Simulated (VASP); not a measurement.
# GaN (P6_3mc) in VASP: further runs, part 2 of 2

VASP 6.6.1. Earlier steps stand in the parts before.

## (4) Relaxation of shape and atoms at fixed volume, RPBE+D4 (volume scaled by 1.02)

File INCAR:

```
ALGO = Normal
EDIFF = 1E-6
EDIFFG = -0.01
ENCUT = 600
GGA = RP
IBRION = 2
ISIF = 4
ISMEAR = 0
IVDW = 13
LASPH = T
LCHARG = F
LREAL = F
LWAVE = F
NELM = 100
NSW = 60
PREC = Accurate
SIGMA = 0.05
```

File KPOINTS:

```
k-points
0
Gamma
  8 8 6
```

File POSCAR:

```
GaN
1.0
    3.1910878540      0.0000000001      0.0000000000
   -1.5955439271      2.7635631472      0.0000000000
    0.0000000000      0.0000000000      5.2016975349
Ga N
2 2
Direct
    0.3333333333      0.6666666667     -0.0007355918
    0.6666666667      0.3333333333      0.4992644082
    0.3333333333      0.6666666667      0.3757355918
    0.6666666667      0.3333333333      0.8757355918
```

Potentials or basis: VASP PAW PBE potentials, release 64 (Ga_d, N).

Launch:

```bash
cat potpaw_PBE.64/Ga_d/POTCAR potpaw_PBE.64/N/POTCAR > POTCAR
mpirun -np 1 vasp_std > vasp.out
```

OUTCAR:

```text
EDIFF = 1E-6
   EDIFFG = -0.01
   ENCUT = 600
   GGA = RP
   IBRION = 2
   ISIF = 4
   ISMEAR = 0
   IVDW = 13
   LASPH = T
   LREAL = F
   NELM = 100
   NSW = 60
   PREC = Accurate

 ion  position               nearest neighbor table
   1  0.333  0.667  0.999-   4 1.95   4 1.95   4 1.95   3 1.96
   2  0.667  0.333  0.499-   3 1.95   3 1.95   3 1.95   4 1.96
   3  0.333  0.667  0.376-   2 1.95   2 1.95   2 1.95   1 1.96
   4  0.667  0.333  0.876-   1 1.95   1 1.95   1 1.95   2 1.96

  LATTYP: Found a hexagonal cell.
 ALAT       =     3.1910878540
[... 807 lines left out ...]
  --------------------------------------------------------------------------------------
  -------------------------------------------------------------------------------------
  Total      -1.09879    -1.09879    -1.09316     0.00000     0.00000     0.00000
  in kB     -38.37720   -38.37720   -38.18041     0.00000     0.00000     0.00000
  external pressure =      -38.31 kB  Pullay stress =        0.00 kB

 VOLUME and BASIS-vectors are now :
 -----------------------------------------------------------------------------
  energy-cutoff  :      600.00
  volume of cell :       45.87
      direct lattice vectors                 reciprocal lattice vectors
     3.191087854  0.000000000  0.000000000     0.313372757  0.180925846  0.000000000
    -1.595543927  2.763563147  0.000000000    -0.000000000  0.361851692  0.000000000
     0.000000000  0.000000000  5.201697535     0.000000000  0.000000000  0.192244934

 POSITION                                       TOTAL-FORCE (eV/Angst)
 -----------------------------------------------------------------------------------
     -0.00000      1.84238      5.19787         0.000000     -0.000000      0.003990
      1.59554      0.92119      2.59702        -0.000000      0.000000      0.003990
     -0.00000      1.84238      1.95446         0.000000     -0.000000     -0.003990
      1.59554      0.92119      4.55531        -0.000000     -0.000000     -0.003990
 -----------------------------------------------------------------------------------
    total drift:                               -0.000000      0.000000     -0.000412

  FREE ENERGIE OF THE ION-ELECTRON SYSTEM (eV)
  ---------------------------------------------------
  free  energy   TOTEN  =       -25.8510731419 eV

  energy  without entropy=      -25.8510731419  energy(sigma->0) =      -25.85107314

 reached required accuracy - stopping structural energy minimisation
```

OSZICAR:

```text
N       E                     dE             d eps       ncg     rms          rms(c)
DAV:   1     0.294681266226E+03    0.29468E+03   -0.20069E+04  1842   0.332E+03
DAV:   2     0.128769263354E+02   -0.28180E+03   -0.27207E+03  1908   0.564E+02
DAV:   3    -0.248932642323E+02   -0.37770E+02   -0.37329E+02  2014   0.165E+02
DAV:   4    -0.265449680303E+02   -0.16517E+01   -0.16472E+01  2508   0.362E+01
DAV:   5    -0.265696509188E+02   -0.24683E-01   -0.24675E-01  1952   0.404E+00    0.109E+01
DAV:   6    -0.224960030211E+02    0.40736E+01   -0.14753E+01  3186   0.573E+01    0.311E+00
DAV:   7    -0.226394594807E+02   -0.14346E+00   -0.18241E+00  1946   0.120E+01    0.273E+00
DAV:   8    -0.226583736550E+02   -0.18914E-01   -0.28234E-01  2562   0.923E+00    0.883E-01
DAV:   9    -0.226346361908E+02    0.23737E-01   -0.11667E-01  3140   0.610E+00    0.336E-01
DAV:  10    -0.226358843909E+02   -0.12482E-02   -0.75552E-03  1930   0.907E-01    0.124E-01
DAV:  11    -0.226360310905E+02   -0.14670E-03   -0.18430E-03  2668   0.811E-01    0.259E-02
DAV:  12    -0.226360525948E+02   -0.21504E-04   -0.19529E-04  1946   0.154E-01    0.168E-02
DAV:  13    -0.226360585944E+02   -0.59996E-05   -0.43413E-05  2664   0.839E-02    0.231E-03
DAV:  14    -0.226360597880E+02   -0.11936E-05   -0.13274E-05  2326   0.278E-02    0.548E-03
DAV:  15    -0.226360596467E+02    0.14133E-06   -0.85188E-07  1234   0.127E-02
   1 F= -.25851073E+02 E0= -.25851073E+02  d E =-.258511E+02
```

CONTCAR:

```text
GaN
   1.00000000000000
     3.1910878540000001    0.0000000001000000    0.0000000000000000
    -1.5955439271000000    2.7635631472000002    0.0000000000000000
     0.0000000000000000    0.0000000000000000    5.2016975349000001
  Ga              N
     2     2
Direct
     0.3333333332999970    0.6666666667000030    0.9992644081999984
     0.6666666667000030    0.3333333332999970    0.4992644081999984
     0.3333333332999970    0.6666666667000030    0.3757355918000016
     0.6666666667000030    0.3333333332999970    0.8757355918000016

  0.00000000E+00  0.00000000E+00  0.00000000E+00
  0.00000000E+00  0.00000000E+00  0.00000000E+00
  0.00000000E+00  0.00000000E+00  0.00000000E+00
  0.00000000E+00  0.00000000E+00  0.00000000E+00
```

Wall time 27 s (1 thread of Intel Xeon 6975P-C (Granite Rapids), shared host); peak memory 0.19 GiB.

Results:

```yaml
Free_energy: -25.8511 eV
Pressure_after_relaxing: -3.8 GPa
Largest_force_after_relaxing: 0.004 eV/Å
Band_gap_on_the_k_mesh: 1.94 eV, direct
Dispersion_energy_per_atom: -0.804 eV
```

Forces in eV/Å, atoms in the order of the input:
```
Ga   0.000  0.000  0.004
Ga   0.000  0.000  0.004
N    0.000  0.000 -0.004
N    0.000  0.000 -0.004
```

Final structure:
```
Ga N
1.0
     3.19109    0.00000    0.00000
    -1.59554    2.76356    0.00000
     0.00000    0.00000    5.20170
Ga N
2 2
Direct
  0.33333 0.66667 0.99926
  0.66667 0.33333 0.49926
  0.33333 0.66667 0.37574
  0.66667 0.33333 0.87574
```

Caveat: the cell differs from its parent crystal (volume scaled by 1.02); the relaxation stopped at its first step, so nothing moved; the PAW data sets were made with another functional, which shifts forces and pressure a little.

## (5) Relaxation of shape and atoms at fixed volume, revPBE+D3(BJ)

This run uses another cell than the first one, of 11.48 Å³/atom, 1.015 times its volume.

File INCAR:

```
SYSTEM = GaN
PREC = Accurate
ENCUT = 600
EDIFF = 1E-6
ISMEAR = 0
SIGMA = 0.05
LREAL = .False.
LASPH = .True.
NELM = 80
ALGO = Normal
ISIF = 4
LWAVE = .False.
LCHARG = .False.
GGA = RE
IVDW = 12
IBRION = 2
NSW = 60
EDIFFG = -0.01
```

File KPOINTS:

```
Automatic mesh
0
Gamma
  8 8 6
  0 0 0
```

File POSCAR:

```
GaN
1.0
    3.1931424915      0.0000000001      0.0000000000
   -1.5965712458      2.7653425155      0.0000000000
    0.0000000000      0.0000000000      5.2012438507
Ga N
2 2
Direct
    0.3333333333      0.6666666667     -0.0008277438
    0.6666666667      0.3333333333      0.4991722562
    0.3333333333      0.6666666667      0.3758277438
    0.6666666667      0.3333333333      0.8758277438
```

Launch:

```bash
cat potpaw_PBE.64/Ga_d/POTCAR potpaw_PBE.64/N/POTCAR > POTCAR
mpirun -np 1 vasp_std > vasp.out
```

It took 24 s on 1 thread of Intel Xeon 6975P-C (Granite Rapids), shared host; peak memory 0.2 GiB.

The run converged. Its results:

| Item | Value |
| --- | --- |
| Free energy | -24.8575 eV |
| Pressure after relaxing | -0.3 GPa |
| Band gap on the k mesh | 1.92 eV, direct |
| Dispersion energy per atom | -0.488 eV |

Stress tensor (GPa, compression positive):
```
-0.34  0.00  0.00
 0.00 -0.34  0.00
 0.00  0.00 -0.14
```

Final structure:
```xyz
4
Lattice="3.1931 0.0000 0.0000 -1.5966 2.7653 0.0000 0.0000 0.0000 5.2012" Properties=species:S:1:pos:R:3 pbc="T T T"
Ga    0.0000    1.8436    5.1969
Ga    1.5966    0.9218    2.5963
N     0.0000    1.8436    1.9548
N     1.5966    0.9218    4.5554
```

Levels at points of the mesh, in eV from the valence-band top:
```tsv
k point	band 15	band 16	band 17	band 18	band 19	band 20	band 21	band 22
(0.00, 0.00, 0.00)	-1.02	-0.04	0.00	0.00	1.92	4.28	9.24	9.92
(0.50, 0.00, 0.00)	-4.16	-2.71	-2.17	-0.99	5.12	5.57	6.10	8.61
(0.00, 0.00, 0.50)	-0.52	-0.52	-0.52	-0.52	4.26	4.26	8.51	8.51
(0.50, 0.00, 0.50)	-1.92	-1.92	-1.87	-1.87	4.44	4.44	7.79	7.79
```

Caveat: the relaxation stopped at its first step, so nothing moved; the PAW data sets were made with another functional, which shifts forces and pressure a little. revPBE gaps usually lie below the measured ones, often by a third to a half.

## (6) Relaxation of shape and atoms at fixed volume, BLYP+D3(BJ)

This run uses another cell than the first one, of 11.59 Å³/atom, 1.025 times its volume.

INCAR: that of step 5 with these lines changed.

```diff
@@ -8,3 +8,3 @@
 LASPH = .True.
-NELM = 80
+NELM = 100
 ALGO = Normal
@@ -13,4 +13,12 @@
 LCHARG = .False.
-GGA = RE
+GGA = B5
+ALDAX = 1.0
+AGGAX = 1.0
+AGGAC = 1.0
+ALDAC = 0.0
 IVDW = 12
+VDW_S6 = 1.0
+VDW_S8 = 2.6996
+VDW_A1 = 0.4298
+VDW_A2 = 4.2359
 IBRION = 2
```

File KPOINTS:

```
regular mesh
0
Gamma
  8 8 6
  0 0 0
```

File POSCAR:

```
GaN
1.0
    3.2011603146      0.0000000001      0.0000000000
   -1.6005801574      2.7722861539      0.0000000000
    0.0000000000      0.0000000000      5.2259522102
Ga N
2 2
Direct
    0.3333333333      0.6666666667     -0.0005890889
    0.6666666667      0.3333333333      0.4994109111
    0.3333333333      0.6666666667      0.3755890889
    0.6666666667      0.3333333333      0.8755890889
```

Potentials or basis: VASP PAW PBE potentials, release 64 (Ga_d, N).

Launch:

```bash
cat potpaw_PBE.64/Ga_d/POTCAR potpaw_PBE.64/N/POTCAR > POTCAR
mpirun -np 1 vasp_std > vasp.out
```

OUTCAR:

```text
SYSTEM = GaN
   PREC = Accurate
   ENCUT = 600
   EDIFF = 1E-6
   ISMEAR = 0
   LREAL = .False.
   LASPH = .True.
   NELM = 100
   ISIF = 4
   GGA = B5
   IVDW = 12
   IBRION = 2
   NSW = 60
   EDIFFG = -0.01
 IVDW          = 12

 ion  position               nearest neighbor table
   1  0.333  0.667  0.999-   4 1.96   4 1.96   4 1.96   3 1.97
   2  0.667  0.333  0.499-   3 1.96   3 1.96   3 1.96   4 1.97
   3  0.333  0.667  0.376-   2 1.96   2 1.96   2 1.96   1 1.97
   4  0.667  0.333  0.876-   1 1.96   1 1.96   1 1.96   2 1.97

  LATTYP: Found a hexagonal cell.
 ALAT       =     3.2011603146
 C/A-ratio  =     1.6325181174

  Lattice vectors:

 A1 = (   3.2011603146,   0.0000000001,   0.0000000000)
 A2 = (  -1.6005801574,   2.7722861539,   0.0000000000)
 A3 = (   0.0000000000,   0.0000000000,   5.2259522102)

Analysis of symmetry for initial positions (statically):
=====================================================================
 Subroutine PRICEL returns:
 Original cell was already a primitive cell.

 Routine SETGRP: Setting up the symmetry group for a
 hexagonal supercell.

 Subroutine GETGRP returns: Found 12 space group operations
 (whereof  6 operations were pure point group operations)
 out of a pool of 24 trial point group operations.

The static configuration has the point symmetry C_3v.
 The point group associated with its full space group is C_6v.

Analysis of symmetry for dynamics (positions and initial velocities):
=====================================================================
 Subroutine PRICEL returns:
 Original cell was already a primitive cell.

 Routine SETGRP: Setting up the symmetry group for a
 hexagonal supercell.
[... 125 lines left out ...]
   ISMEAR =     0;   SIGMA  =   0.05  broadening in eV -4-tet -1-fermi 0-gaus
   EFERMI_NEDOS =   21; number of points for ismear=-14 and -15
   IALGO  =     38    algorithm
   IMIX   =      4    mixing-type and parameters
     AMIX     =   0.40;   BMIX     =  1.00
     AMIX_MAG =   1.60;   BMIX_MAG =  1.00
  volume/ion in A,a.u.               =      11.59        78.24
  Fermi-wavevector in a.u.,A,eV,Ry     =   1.504546  2.843179 30.798930  2.263658
  Thomas-Fermi vector in A             =   2.615511
   LORBIT       =      0    0 simple, 1 ext, 2 COOP (PROOUT), +10 PAW based schemes
   GGA     = B5    functional components
   LHFCALC =     F    Hartree Fock is set to
   AEXX    =    0.0000 exact exchange contribution
   IVDW    =    12    specifies the selected vdW correction
   LEPSILON=     F    determine dielectric tensor
   LRPA    =     F    only Hartree local field effects (RPA)
 conjugate gradient relaxation of ions
 non-spin polarized calculation
 Gauss-broadening in eV      SIGMA  =   0.05
  energy-cutoff  :      600.00
  volume of cell :       46.38
 maximum number of plane-waves:      1578
 NGX is ok and might be reduce to    28
   NGX = 13   NGY = 13   NGZ = 21

 number of electron      36.0000000 magnetization

 Free energy of the ion-electron system (eV)
  ---------------------------------------------------
  ext. energy  EPLUGINS =         0.00000000
  ---------------------------------------------------
  free energy    TOTEN  =       -21.97850376 eV

  energy without entropy =      -21.97850376  energy(sigma->0) =      -21.97850376

 E-fermi :   5.8241     XC(G=0): -11.0311

 val. band max:        5.5595351635   @ k =   0.0000   0.0000   0.0000
 cond. band min:       7.4389105795   @ k =   0.0000   0.0000   0.0000
 fundamental gap:      1.8793754160
 Fermi energy:         5.8241371247

 k-point     1 :       0.0000    0.0000    0.0000
  band No.  band energies     occupation
      1     -10.2111      2.00000
      2      -9.4252      2.00000
      3      -7.9785      2.00000
      4      -7.9627      2.00000
      5      -7.9627      2.00000
      6      -7.9050      2.00000
[... 589 lines left out ...]
     21      12.8798      0.00000
     22      13.5050      0.00000

 [... further k-points ...]

------------------------ aborting loop because EDIFF is reached ----------------------------------------

 Edisp (eV)   -2.20375

 E8    (eV) :    -1.5636

  FORCE on cell =-STRESS in cart. coord.  units (eV):
  Direction    XX          YY          ZZ          XY          YZ          ZX
  --------------------------------------------------------------------------------------
  -------------------------------------------------------------------------------------
  Total       0.34055     0.34055     0.31823    -0.00000     0.00000     0.00000
  in kB      11.76485    11.76485    10.99363    -0.00000     0.00000     0.00000
  external pressure =       11.51 kB  Pullay stress =        0.00 kB

 VOLUME and BASIS-vectors are now :
 -----------------------------------------------------------------------------
  energy-cutoff  :      600.00
  volume of cell :       46.38
      direct lattice vectors                 reciprocal lattice vectors
     3.201160315  0.000000000  0.000000000     0.312386729  0.180356562  0.000000000
    -1.600580157  2.772286154  0.000000000    -0.000000000  0.360713124  0.000000000
     0.000000000  0.000000000  5.225952210     0.000000000  0.000000000  0.191352687

 POSITION                                       TOTAL-FORCE (eV/Angst)
 -----------------------------------------------------------------------------------
     -0.00000      1.84819      5.22287        -0.000000      0.000000      0.004912
      1.60058      0.92410      2.60990         0.000000     -0.000000      0.004912
     -0.00000      1.84819      1.96281         0.000000     -0.000000     -0.004912
      1.60058      0.92410      4.57579        -0.000000      0.000000     -0.004912
 -----------------------------------------------------------------------------------
    total drift:                                0.000000      0.000000     -0.000152

  FREE ENERGIE OF THE ION-ELECTRON SYSTEM (eV)
  ---------------------------------------------------
  free  energy   TOTEN  =       -24.1822575261 eV

  energy  without entropy=      -24.1822575261  energy(sigma->0) =      -24.18225753

 reached required accuracy - stopping structural energy minimisation
```

Wall time 33 s (1 thread of Intel Xeon 6975P-C (Granite Rapids), shared host); peak memory 0.2 GiB.

Results:

```yaml
Free_energy: -24.1823 eV
Pressure_after_relaxing: 1.2 GPa
Largest_force_after_relaxing: 0.005 eV/Å
Band_gap_on_the_k_mesh: 1.88 eV, direct
Dispersion_energy_per_atom: -0.551 eV
```

Forces on the atoms (eV/Å):
```
Ga   0.000  0.000  0.005
Ga   0.000  0.000  0.005
N    0.000  0.000 -0.005
N    0.000  0.000 -0.005
```

Final structure:
```
CELL_PARAMETERS angstrom
3.20116 0.00000 0.00000
-1.60058 2.77229 0.00000
0.00000 0.00000 5.22595
ATOMIC_POSITIONS crystal
Ga 0.33333 0.66667 0.99941
Ga 0.66667 0.33333 0.49941
N 0.33333 0.66667 0.37559
N 0.66667 0.33333 0.87559
```

Caveat: the relaxation stopped at its first step, so nothing moved; the PAW data sets were made with another functional, which shifts forces and pressure a little. BLYP gaps usually lie below the measured ones, often by a third to a half.

## (7) Overview

```csv
level,cell,gap on the mesh (eV),pressure (GPa)
revPBE+D3(BJ),"relaxed from a = 3.177, b = 3.177, c = 5.175 Å, angles 90.0, 90.0, 120.0°, 4 atoms",2.02,2.5
BLYP+D3(BJ),"relaxed from a = 3.180, b = 3.180, c = 5.191 Å, angles 90.0, 90.0, 120.0°, 4 atoms",2.02,5.0
RPBE+D4,"relaxed from a = 3.191, b = 3.191, c = 5.202 Å, angles 90.0, 90.0, 120.0°, 4 atoms",1.94,-3.8
revPBE+D3(BJ),"relaxed from a = 3.193, b = 3.193, c = 5.201 Å, angles 90.0, 90.0, 120.0°, 4 atoms",1.92,-0.3
BLYP+D3(BJ),"relaxed from a = 3.201, b = 3.201, c = 5.226 Å, angles 90.0, 90.0, 120.0°, 4 atoms",1.88,1.2
```

Alike in all rows: task relaxation of shape and atoms at fixed volume; potentials or basis VASP PAW PBE potentials, release 64 (Ga_d, N); no spin polarisation; k mesh 8 × 8 × 6; cutoff (eV) 600; smearing gaussian 0.05 eV.

Caveats: the relaxation stopped at its first step, so nothing moved; the PAW data sets were made with another functional, which shifts forces and pressure a little.

Total energies depend on the potentials used, so only differences within one code and one set of settings carry meaning.
